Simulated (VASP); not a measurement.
A run of VASP 6.6.1:

File INCAR:

```
PREC = Accurate
ENCUT = 500
EDIFF = 1E-6
ISMEAR = 0
SIGMA = 0.1
LREAL = False
LASPH = True
NELM = 120
ALGO = Normal
ISIF = 2
LWAVE = False
LCHARG = True
GGA = PE
LELF = True
LVHAR = True
NBANDS = 35
GGA_COMPAT = False
```

KPOINTS

```
regular mesh
0
Gamma
  4 4 4
```

The input POSCAR:

```
CdGe3
1.0
    4.6005688751      0.0000000000      0.0000000000
    0.0000000000      4.6005688751      0.0000000000
    0.0000000000      0.0000000000      4.6005688751
Cd Ge
1 3
Direct
    0.0000000000      0.0000000000      0.0000000000
    0.5000000000      0.0000000000      0.0000000000
    0.0000000000      0.5000000000      0.0000000000
    0.0000000000      0.0000000000      0.5000000000
```

Potentials or basis: VASP PAW PBE potentials, release 64 (Cd, Ge_d).

Run with:

```console
$ cat potpaw_PBE.64/Cd/POTCAR potpaw_PBE.64/Ge_d/POTCAR > POTCAR
$ mpirun -np 1 vasp_std > vasp.out
```

Hardware: 1 thread of Intel(R) Xeon(R) Platinum 8375C CPU @ 2.90GHz (Ice Lake), on a shared host.

Question: Estimate the wall time of this run.

Answer: Run time: 24 s on 1 thread of Intel(R) Xeon(R) Platinum 8375C CPU @ 2.90GHz (Ice Lake), with other jobs on the host, peak memory 0.2 GiB. Counts: scf iterations 13, k points 10.
